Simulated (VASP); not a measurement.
**CoSi2: single point with PBE**

The system is CoSi2.

```
Co Si
1.0
     0.00000    2.65122    2.67800
     2.65122    0.00000    2.67800
     2.65122    2.65122    0.00000
Co Si
1 2
Cartesian
  0.0000 0.0000 0.0000
  3.9768 3.9768 4.0170
  1.3256 1.3256 1.3390
```

```json
{"Program": "VASP 6.6.1", "Task": "single point", "Functional": "PBE", "Potentials or basis": "VASP PAW PBE potentials, release 64 (Co, Si)", "Cutoff": "520 eV", "k mesh": "7 × 7 × 7", "Occupations": "fermi-dirac, width 0.05 eV", "Spin": "collinear spin, ferromagnetic start", "Starting moments": "[2.0, 0.0, 0.0] μB", "Dipole correction": "no", "Further INCAR settings": "ALGO = Normal; EDIFF = 1e-06; NBANDS = 20"}
```

- Pressure: 4.0 GPa
- Net moment: 0.00 μB per cell
- Valence electrons inside the program's atomic spheres: Co 8.91; Si 1.60

Stress tensor (GPa, compression positive):
```
4.33 0.00 0.00
0.00 4.33 0.00
0.00 0.00 3.36
```

Levels at points of the mesh, in eV from the Fermi level:
Spin up:
| k point | band 6 | band 7 | band 8 | band 9 | band 10 | band 11 | band 12 | band 13 |
| --- | --- | --- | --- | --- | --- | --- | --- | --- |
| (0.00, 0.00, 0.00) | -1.98 | 0.95 | 3.37 | 3.42 | 3.42 | 3.48 | 3.48 | 3.55 |
Spin down:
| k point | band 7 | band 8 | band 9 | band 10 | band 11 | band 12 |
| --- | --- | --- | --- | --- | --- | --- |
| (0.00, 0.00, 0.00) | 0.95 | 3.37 | 3.42 | 3.42 | 3.48 | 3.48 |

Run time: 49 s on 1 thread of Intel(R) Xeon(R) Platinum 8259CL CPU @ 2.50GHz (Skylake/Cascade Lake) (shared host), peak memory 0.19 GiB.

Caveat: the starting moments collapsed, and a magnetic state may lie lower.
